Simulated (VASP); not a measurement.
# SiC (Moissanite 3C) (F-43m) in VASP: further runs

Runs on SiC (Moissanite 3C). Level: PBEsol. Tasks: single point.

Program: VASP 6.6.1. These are calculated values, not measurements. Logs are shortened: lines on timing, memory, paths and dates and some standing lists are left out, and cuts for length are marked.

**1. The cell of the first run**

It takes space group F-43m (No. 216, cubic). The conventional cell has a = 3.755 Å, b = 3.755 Å, c = 3.755 Å, α = 90.00°, β = 90.00°, γ = 90.00°. Within 2.2 Å of Si (site symmetry -43m) lie 4 C at 1.63 Å. C (site symmetry -43m) has 4 Si at 1.63 Å within 2.2 Å.

**2. Single point, PBEsol (volume scaled by 0.640)**

Contents of INCAR:

```
ALGO = Normal
EDIFF = 1E-7
ENCUT = 520
GGA = PS
ISIF = 2
ISMEAR = 0
LASPH = True
LCHARG = False
LREAL = False
LWAVE = False
NBANDS = 11
NELM = 100
PREC = Accurate
SIGMA = 0.05
```

Contents of KPOINTS:

```
k-points
0
Gamma
  18 18 18
```

Contents of POSCAR:

```
SiC
1.0
    0.0000000000      1.8772929804      1.8772929804
    1.8772929804      0.0000000000      1.8772929804
    1.8772929804      1.8772929804      0.0000000000
Si C
1 1
Direct
    0.0000000000      0.0000000000      0.0000000000
    0.2500000000      0.2500000000      0.2500000000
```

Potentials or basis: VASP PAW PBE potentials, release 64 (Si, C).

The run is started by

```console
$ cat potpaw_PBE.64/Si/POTCAR potpaw_PBE.64/C/POTCAR > POTCAR
$ mpirun -np 1 vasp_std > vasp.out
```

OUTCAR:

```text
EDIFF = 1E-7
   ENCUT = 520
   GGA = PS
   ISIF = 2
   ISMEAR = 0
   LASPH = True
   LREAL = False
   NELM = 100
   PREC = Accurate

 ion  position               nearest neighbor table
   1  0.000  0.000  0.000-   2 1.63   2 1.63   2 1.63   2 1.63
   2  0.250  0.250  0.250-   1 1.63   1 1.63   1 1.63   1 1.63

  LATTYP: Found a face centered cubic cell.
 ALAT       =     3.7545859608

  Lattice vectors:

 A1 = (   0.0000000000,   1.8772929804,   1.8772929804)
 A2 = (   1.8772929804,   0.0000000000,   1.8772929804)
 A3 = (   1.8772929804,   1.8772929804,   0.0000000000)

Analysis of symmetry for initial positions (statically):
[... 5 lines left out ...]
 face centered cubic supercell.

 Subroutine GETGRP returns: Found 24 space group operations
 (whereof 24 operations were pure point group operations)
 out of a pool of 48 trial point group operations.

The static configuration has the point symmetry T_d .

Analysis of symmetry for dynamics (positions and initial velocities):
[... 5 lines left out ...]
 face centered cubic supercell.

 Subroutine GETGRP returns: Found 24 space group operations
 (whereof 24 operations were pure point group operations)
 out of a pool of 48 trial point group operations.

The dynamic configuration has the point symmetry T_d .

 Subroutine INISYM returns: Found 24 space group operations
 (whereof 24 operations are pure point group operations),
 and found     1 'primitive' translations

----------------------------------------------------------------------------------------

                                     Primitive cell

  volume of cell :      13.2320

  direct lattice vectors                    reciprocal lattice vectors
     0.000000000  1.877292980  1.877292980    -0.266340952  0.266340952  0.266340952
     1.877292980  0.000000000  1.877292980     0.266340952 -0.266340952  0.266340952
     1.877292980  1.877292980  0.000000000     0.266340952  0.266340952 -0.266340952

  length of vectors
     2.654893193  2.654893193  2.654893193     0.461316061  0.461316061  0.461316061

  position of ions in fractional coordinates (direct lattice)
     0.000000000  0.000000000  0.000000000
     0.250000000  0.250000000  0.250000000

  ion indices of the primitive-cell ions
   primitive index   ion index
                 1           1
                 2           2

----------------------------------------------------------------------------------------

 KPOINTS: k-points

Automatic generation of k-mesh.
 Grid dimensions read from file:
 generate k-points for:   18   18   18

 Generating k-lattice:

  Cartesian coordinates                     Fractional coordinates (reciprocal lattice)
    -0.014796720  0.014796720  0.014796720     0.055555556  0.000000000  0.000000000
     0.014796720 -0.014796720  0.014796720     0.000000000  0.055555556  0.000000000
     0.014796720  0.014796720 -0.014796720     0.000000000  0.000000000  0.055555556

  Length of vectors
     0.025628670  0.025628670  0.025628670

  Shift w.r.t. Gamma in fractional coordinates (k-lattice)
     0.000000000  0.000000000  0.000000000

 Subroutine IBZKPT returns following result:
 ===========================================

 Found    195 irreducible k-points:

 Following reciprocal coordinates:
            Coordinates               Weight
  0.000000  0.000000  0.000000      1.000000
  0.055556  0.000000  0.000000      8.000000
  0.111111  0.000000  0.000000      8.000000
  0.166667  0.000000  0.000000      8.000000
  0.222222  0.000000  0.000000      8.000000
  0.277778  0.000000  0.000000      8.000000
[... 16 lines left out ...]
 -0.277778  0.055556  0.000000     24.000000
 -0.222222  0.055556  0.000000     24.000000
 [... further k-points ...]
   k-points           NKPTS =    195   k-points in BZ     NKDIM =    195   number of bands    NBANDS=     11
   number of dos      NEDOS =    301   number of ions     NIONS =      2
   total plane-waves  NPLWV =   8000
   dimension x,y,z NGX =    20 NGY =   20 NGZ =   20
   dimension x,y,z NGXF=    40 NGYF=   40 NGZF=   40
   ions per type =               1   1
   NGX,Y,Z   is equivalent  to a cutoff of  12.52, 12.52, 12.52 a.u.
   NGXF,Y,Z  is equivalent  to a cutoff of  25.05, 25.05, 25.05 a.u.
 SYSTEM =  unknown system
   PREC   = accura    normal or accurate (medium, high low for compatibility)
   ISTART =      0    job   : 0-new  1-cont  2-samecut
   ICHARG =      2    charge: 1-file 2-atom 10-const
   ISPIN  =      1    spin polarized calculation?
   LNONCOLLINEAR =      F non collinear calculations
   LSORBIT =      F    spin-orbit coupling
   LASPH  =      T    aspherical Exc in radial PAW
   ENCUT  =  520.0 eV  38.22 Ry    6.18 a.u.   4.94  4.94  4.94*2*pi/ulx,y,z
   NELM   =    100;   NELMIN=  2; NELMDL= -5     # of ELM steps
   EDIFF  = 0.1E-06   stopping-criterion for ELM
   LREAL  =      F    real-space projection
   EDIFFG = 0.1E-05   stopping-criterion for IOM
   NSW    =      0    number of steps for IOM
   IBRION =     -1    ionic relax: 0-MD 1-quasi-New 2-CG
   NFREE  =      0    steps in history (QN), initial steepest desc. (CG)
   ISIF   =      2    stress and relaxation
   ISYM   =      2    0-nonsym 1-usesym 2-fastsym
   POTIM  = 0.5000    time-step for ionic-motion
   TEBEG  =    0.0;   TEEND  =   0.0 temperature during run
   PSTRESS=    0.0 pullay stress
   NELECT =       8.0000    total number of electrons
   NUPDOWN=      -1.0000    fix difference up-down
   EMIN   =  10.00;   EMAX   =-10.00  energy-range for DOS
   EFERMI =   0.00;   METHOD = LEGACY
   ISMEAR =     0;   SIGMA  =   0.05  broadening in eV -4-tet -1-fermi 0-gaus
   EFERMI_NEDOS =   21; number of points for ismear=-14 and -15
   IALGO  =     38    algorithm
   IMIX   =      4    mixing-type and parameters
     AMIX     =   0.40;   BMIX     =  1.00
     AMIX_MAG =   1.60;   BMIX_MAG =  1.00
  volume/ion in A,a.u.               =       6.62        44.65
  Fermi-wavevector in a.u.,A,eV,Ry     =   1.384298  2.615943 26.072567  1.916280
  Thomas-Fermi vector in A             =   2.508815
   LORBIT       =      0    0 simple, 1 ext, 2 COOP (PROOUT), +10 PAW based schemes
   GGA     = PS    functional components
   LHFCALC =     F    Hartree Fock is set to
   AEXX    =    0.0000 exact exchange contribution
   IVDW    =     0    specifies the selected vdW correction
   LEPSILON=     F    determine dielectric tensor
   LRPA    =     F    only Hartree local field effects (RPA)
 non-spin polarized calculation
 Gauss-broadening in eV      SIGMA  =   0.05
  energy-cutoff  :      520.00
  volume of cell :       13.23
 maximum number of plane-waves:       368
   NGX =  9   NGY =  9   NGZ =  9

 number of electron       7.9999999 magnetization

 Free energy of the ion-electron system (eV)
  ---------------------------------------------------
  ext. energy  EPLUGINS =         0.00000000
  ---------------------------------------------------
  free energy    TOTEN  =       -12.17050165 eV

  energy without entropy =      -12.17050165  energy(sigma->0) =      -12.17050165

 E-fermi :  14.1968     XC(G=0): -13.5476

 val. band max:       13.9307224329   @ k =  -0.0556   0.0556   0.0000
 cond. band min:      14.6306597409   @ k =   0.5000   0.5000   0.0000
 fundamental gap:      0.6999373080
 Fermi energy:        14.1968406490

 k-point     1 :       0.0000    0.0000    0.0000
  band No.  band energies     occupation
      1      -5.4314      2.00000
      2      13.9121      2.00000
      3      13.9121      2.00000
      4      13.9121      2.00000
      5      25.0687      0.00000
      6      25.0687      0.00000
      7      25.0687      0.00000
      8      25.6384      0.00000
      9      31.4153      0.00000
     10      31.4153      0.00000
     11      35.2596      0.00000

 k-point     2 :       0.0556    0.0000    0.0000
  band No.  band energies     occupation
      1      -5.3468      2.00000
      2      13.5460      2.00000
      3      13.8695      2.00000
      4      13.8695      2.00000
      5      24.9336      0.00000
      6      25.1804      0.00000
      7      25.1804      0.00000
      8      25.9334      0.00000
      9      30.8164      0.00000
     10      30.8164      0.00000
     11      34.8038      0.00000

 k-point     3 :       0.1111    0.0000    0.0000
  band No.  band energies     occupation
      1      -5.0938      2.00000
      2      12.5560      2.00000
      3      13.7521      2.00000
      4      13.7521      2.00000
      5      24.7132      0.00000
      6      25.4389      0.00000
      7      25.4389      0.00000
      8      26.5176      0.00000
      9      29.8341      0.00000
     10      29.8341      0.00000
     11      34.1581      0.00000

 k-point     4 :       0.1667    0.0000    0.0000
  band No.  band energies     occupation
      1      -4.6745      2.00000
      2      11.1623      2.00000
      3      13.5851      2.00000
      4      13.5851      2.00000
      5      24.4813      0.00000
      6      25.5663      0.00000
      7      25.5663      0.00000
      8      27.0672      0.00000
      9      29.2923      0.00000
     10      29.2923      0.00000
     11      33.8115      0.00000

 k-point     5 :       0.2222    0.0000    0.0000
  band No.  band energies     occupation
      1      -4.0926      2.00000
      2       9.5577      2.00000
      3      13.3988      2.00000
      4      13.3988      2.00000
      5      24.2624      0.00000
      6      25.2456      0.00000
      7      25.2456      0.00000
      8      27.3440      0.00000
      9      29.6185      0.00000
     10      29.6185      0.00000
     11      33.9288      0.00000

 k-point     6 :       0.2778    0.0000    0.0000
  band No.  band energies     occupation
      1      -3.3543      2.00000
      2       7.8744      2.00000
      3      13.2195      2.00000
      4      13.2195      2.00000
      5      24.0811      0.00000
      6      24.6334      0.00000
      7      24.6334      0.00000
      8      27.2945      0.00000
      9      30.6641      0.00000
     10      30.6641      0.00000
     11      34.4908      0.00000

 k-point     7 :       0.3333    0.0000    0.0000
  band No.  band energies     occupation
      1      -2.4715      2.00000
      2       6.2002      2.00000
      3      13.0660      2.00000
      4      13.0660      2.00000
      5      23.9523      0.00000
      6      24.0178      0.00000
      7      24.0178      0.00000
      8      27.0453      0.00000
      9      32.1177      0.00000
     10      32.1177      0.00000
     11      35.3055      0.00000

 k-point     8 :       0.3889    0.0000    0.0000
  band No.  band energies     occupation
      1      -1.4694      2.00000
      2       4.6070      2.00000
      3      12.9504      2.00000
      4      12.9504      2.00000
      5      23.5312      0.00000
      6      23.5312      0.00000
      7      23.8771      0.00000
      8      26.7547      0.00000
      9      33.7887      0.00000
     10      33.7887      0.00000
     11      36.1385      0.00000
[... 141 lines left out ...]
 k-point    19 :       0.5000    0.0556    0.0000
  band No.  band energies     occupation
      1       0.1573      2.00000
      2       2.6441      2.00000
      3      12.5735      2.00000
      4      12.7177      2.00000
      5      22.3454      0.00000
      6      23.4133      0.00000
      7      24.2176      0.00000
      8      27.2000      0.00000
      9      35.1036      0.00000
     10      36.3415      0.00000
     11      37.3705      0.00000

 k-point    20 :      -0.4444    0.0556    0.0000
  band No.  band energies     occupation
      1      -0.0663      2.00000
      2       2.9085      2.00000
      3      12.4750      2.00000
      4      12.8320      2.00000
      5      22.5028      0.00000
      6      23.3236      0.00000
      7      24.2079      0.00000
      8      27.2353      0.00000
      9      35.1201      0.00000
     10      35.6469      0.00000
     11      37.4338      0.00000

 k-point    21 :      -0.3889    0.0556    0.0000
  band No.  band energies     occupation
      1      -1.0508      2.00000
      2       4.1757      2.00000
      3      12.4368      2.00000
      4      12.9923      2.00000
      5      22.8344      0.00000
      6      23.4399      0.00000
      7      24.2524      0.00000
      8      27.3665      0.00000
      9      33.3441      0.00000
     10      34.8228      0.00000
     11      36.9633      0.00000

 k-point    22 :      -0.3333    0.0556    0.0000
  band No.  band energies     occupation
      1      -2.0778      2.00000
      2       5.7160      2.00000
      3      12.4651      2.00000
      4      13.1853      2.00000
      5      23.2940      0.00000
      6      23.7601      0.00000
      7      24.3869      0.00000
      8      27.5227      0.00000
      9      31.5916      0.00000
     10      33.5197      0.00000
     11      36.0928      0.00000

 k-point    23 :      -0.2778    0.0556    0.0000
  band No.  band energies     occupation
      1      -3.0030      2.00000
      2       7.3616      2.00000
      3      12.5622      2.00000
      4      13.3948      2.00000
      5      23.7694      0.00000
      6      24.2630      0.00000
      7      24.6938      0.00000
      8      27.5713      0.00000
      9      30.0394      0.00000
     10      32.2935      0.00000
     11      35.1767      0.00000

 k-point    24 :      -0.2222    0.0556    0.0000
  band No.  band energies     occupation
      1      -3.7900      2.00000
      2       9.0351      2.00000
      3      12.7245      2.00000
      4      13.6004      2.00000
      5      24.1263      0.00000
      6      24.8771      0.00000
      7      25.2255      0.00000
      8      27.3705      0.00000
      9      28.8221      0.00000
     10      31.3414      0.00000
     11      34.5091      0.00000

 [... further k-points ...]
[... 5 lines left out ...]
  --------------------------------------------------------------------------------------
  -------------------------------------------------------------------------------------
  Total       18.8319476     18.8319476     18.8319476      0.0000000      0.0000000     -0.0000000
  in kB     2280.2352536   2280.2352536   2280.2352536      0.0000000      0.0000000     -0.0000000
  external PRESSURE =    2280.2352536 kB  Pullay stress =       0.0000000 kB

 VOLUME and BASIS-vectors are now :
 -----------------------------------------------------------------------------
  energy-cutoff  :      520.00
  volume of cell :       13.23
      direct lattice vectors                 reciprocal lattice vectors
     0.000000000  1.877292980  1.877292980    -0.266340952  0.266340952  0.266340952
     1.877292980  0.000000000  1.877292980     0.266340952 -0.266340952  0.266340952
     1.877292980  1.877292980  0.000000000     0.266340952  0.266340952 -0.266340952

 POSITION                                       TOTAL-FORCE (eV/Angst)
 -----------------------------------------------------------------------------------
      0.00000      0.00000      0.00000        -0.000000     -0.000000     -0.000000
      0.93865      0.93865      0.93865         0.000000      0.000000      0.000000
 -----------------------------------------------------------------------------------
    total drift:                                0.000000      0.000000      0.000000

  FREE ENERGIE OF THE ION-ELECTRON SYSTEM (eV)
  ---------------------------------------------------
  free  energy   TOTEN  =       -12.1705016544 eV

  energy  without entropy=      -12.1705016544  energy(sigma->0) =      -12.17050165
```

Wall time 17 s (1 thread of Intel Xeon Platinum 8488C (Sapphire Rapids), shared host); peak memory 0.14 GiB.

What came out:

* Free energy: -12.1705 eV
* Pressure: 228.0 GPa
* Band gap on the k mesh: 0.70 eV, indirect (least direct gap 4.72 eV)

Caveat: the PAW data sets were made with another functional, which shifts forces and pressure a little. A k mesh can miss the band edges.

**3. Single point, PBEsol (volume scaled by 0.680)**

Contents of INCAR:

```
PREC = Accurate ; ENCUT = 520
EDIFF = 1E-6 ; ISMEAR = 0
SIGMA = 0.05 ; LREAL = False
LASPH = True ; NELM = 80
ALGO = Normal ; ISIF = 2
LWAVE = False ; LCHARG = False
GGA = PS ; NBANDS = 11
```

Contents of KPOINTS:

```
Automatic mesh
0
Gamma
  18 18 18
```

Contents of POSCAR:

```
SiC
1.0
    0.0000000000      1.9156156178      1.9156156178
    1.9156156178      0.0000000000      1.9156156178
    1.9156156178      1.9156156178      0.0000000000
Si C
1 1
Direct
    0.0000000000      0.0000000000      0.0000000000
    0.2500000000      0.2500000000      0.2500000000
```

Potentials or basis: VASP PAW PBE potentials, release 64 (Si, C).

The run is started by

```console
$ cat potpaw_PBE.64/Si/POTCAR potpaw_PBE.64/C/POTCAR > POTCAR
$ mpirun -np 1 vasp_std > vasp.out
```

Wall time 16 s (1 thread of Intel Xeon Platinum 8488C (Sapphire Rapids), shared host); peak memory 0.14 GiB.

It converged, with:

* Free energy: -13.2107 eV
* Pressure: 176.8 GPa
* Band gap on the k mesh: 0.79 eV, indirect (least direct gap 4.71 eV)

Levels at points of the mesh, in eV from the valence-band top:
| k point | band 1 | band 2 | band 3 | band 4 | band 5 | band 6 | band 7 | band 8 |
| --- | --- | --- | --- | --- | --- | --- | --- | --- |
| (0.00, 0.00, 0.00) | -18.78 | -0.01 | -0.01 | -0.01 | 10.50 | 10.50 | 10.50 | 10.91 |
| (0.50, 0.00, 0.00) | -13.48 | -11.03 | -1.08 | -1.08 | 8.88 | 8.88 | 9.23 | 12.14 |
| (0.50, 0.50, 0.00) | -11.60 | -9.35 | -3.92 | -3.92 | 0.79 | 5.84 | 18.84 | 18.84 |

Caveat: the PAW data sets were made with another functional, which shifts forces and pressure a little. A k mesh can miss the band edges.

**4. Single point, PBEsol (volume scaled by 0.720)**

Contents of INCAR:

```
SYSTEM = SiC
PREC = Accurate ; ENCUT = 520
EDIFF = 1E-6 ; ISMEAR = 0
SIGMA = 0.05 ; LREAL = .FALSE.
LASPH = .TRUE. ; NELM = 80
ALGO = Normal ; ISIF = 2
LWAVE = .FALSE. ; LCHARG = .FALSE.
GGA = PS ; NBANDS = 11
```

Contents of KPOINTS:

```
Automatic mesh
0
G
  18 18 18
  0 0 0
```

Contents of POSCAR:

```
SiC
1.0
    0.0000000000      1.9524633798      1.9524633798
    1.9524633798      0.0000000000      1.9524633798
    1.9524633798      1.9524633798      0.0000000000
Si C
1 1
Direct
    0.0000000000      0.0000000000      0.0000000000
    0.2500000000      0.2500000000      0.2500000000
```

The run is started by

```console
$ cat potpaw_PBE.64/Si/POTCAR potpaw_PBE.64/C/POTCAR > POTCAR
$ mpirun -np 1 vasp_std > vasp.out
```

Wall time 17 s (1 thread of Intel Xeon Platinum 8488C (Sapphire Rapids), shared host); peak memory 0.15 GiB.

Results (log left out):

```yaml
Free_energy: -14.0138 eV
Pressure: 135.8 GPa
Band_gap_on_the_k_mesh: 0.86 eV, indirect (least direct gap 4.69 eV)
```

Levels at points of the mesh, in eV from the valence-band top:
```
           k point  band 1  band 2  band 3  band 4  band 5  band 6  band 7  band 8  band 9
(0.00, 0.00, 0.00)  -18.25   -0.01   -0.01   -0.01    9.94    9.94    9.94   10.17   16.60
(0.50, 0.00, 0.00)  -13.23  -10.63   -1.09   -1.09    8.59    8.59    8.61   11.80   20.88
(0.50, 0.50, 0.00)  -11.41   -9.08   -3.83   -3.83    0.86    5.55   18.07   18.07   19.86
```

Caveat: the PAW data sets were made with another functional, which shifts forces and pressure a little. A k mesh can miss the band edges.

(Part 1 of 2 ends here.)
